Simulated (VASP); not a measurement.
Runs of VASP 6.6.1 on TaAs. The structure is that of space group I4_1md (No. 109), or close to it. The cells are those of the table. 

| level | potentials or basis | U | cell | gap on the mesh (eV) | pressure (GPa) | largest force (eV/Å) |
| --- | --- | --- | --- | --- | --- | --- |
| PBE | VASP PAW PBE potentials, release 64 (Ta_pv, As) | - | a = 6.267 Å, angles 148.6, 148.6, 45.1°, 4 atoms | none | (a) | 0.05 |
| LDA+U | VASP PAW LDA potentials, release 64 (Ta_pv, As) | Ta d U = 1.0 eV | a = 6.353 Å, angles 148.6, 148.6, 45.1°, 4 atoms | none | -5.1 | 0.02 |
| PBE | VASP PAW PBE potentials, release 64 (Ta_pv, As) | - | a = 6.223 Å, angles 148.6, 148.6, 45.1°, 4 atoms | none | (b) | 0.06 |
| PBE | VASP PAW PBE potentials, release 64 (Ta_pv, As) | - | a = 6.478 Å, angles 148.6, 148.6, 45.1°, 4 atoms | none | -7.1 | - |
| PBE | VASP PAW PBE potentials, release 64 (Ta_pv, As) | - | a = 6.310 Å, angles 148.6, 148.6, 45.1°, 4 atoms | 0.01 | 6.6 | 0.04 |
| PBE | VASP PAW PBE potentials, release 64 (Ta_pv, As) | - | a = 6.395 Å, angles 148.6, 148.6, 45.1°, 4 atoms | none | -1.0 | 0.02 |
| LDA+U | VASP PAW LDA potentials, release 64 (Ta_pv, As) | Ta d U = 6.0 eV | a = 6.353 Å, angles 148.6, 148.6, 45.1°, 4 atoms | none | 3.1 | 0.02 |

Alike in all rows: task single point; no spin polarisation; k mesh 11 × 11 × 11; cutoff (eV) 520; smearing fermi-dirac 0.05 eV.

Problem. Estimate the missing entries.

Solution. (a) 11.0; (b) 16.0.

Caveats: spin-orbit coupling is left out, which moves the levels of the heavy elements; the cell stands under pressure (at least some runs); the cell stands under tension (at least some runs); U without spin polarisation on a metal has little footing (at least some runs); the U is typed as a test and isn't derived for this compound (at least some runs); the smearing spreads over this small gap (at least some runs).

A k mesh can miss the band edges, and the runs leave out spin-orbit coupling on As, Ta.

A gap of «none» marks levels without a gap at the run's occupations.
